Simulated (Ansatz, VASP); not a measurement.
**Ti in VASP and in Ansatz**

```xyz
1
Lattice="0.0000 2.0565 2.0565 2.0565 0.0000 2.0565 2.0565 2.0565 0.0000" Properties=species:S:1:pos:R:3 pbc="T T T"
Ti    0.0000    0.0000    0.0000
```

Alike in both runs: functional PBE; k mesh 14 × 14 × 14; occupations fermi-dirac, width 0.05 eV; no spin polarisation.

Ansatz relaxed the structure, and its values are those at the end. VASP's run is a single point on that final structure, the one shown.

|  | VASP | Ansatz |
| --- | --- | --- |
| version | VASP 6.6.1 | Ansatz 0.2.0 |
| potentials or method | VASP PAW PBE potentials, release 64 (Ti_sv) | PAW with Ansatz's earlier generated frozen-core files (soft_1), scalar-relativistic |
| plane-wave cutoff (eV) | 500 | 420 |
| valence electrons in the cell | 12 | 12 |

VASP gave:

| Item | Value |
| --- | --- |
| gap on the k mesh at the Fermi level (eV) | none |
| pressure (GPa) | -0.3 |

Q: What did Ansatz give for the same quantities?

A: gap on the k mesh at the Fermi level (eV): none; pressure (GPa): 0.0.

A gap of «none» marks a metal or a gap that the smearing closes. Ansatz's warnings: end state compared, stability check not made.
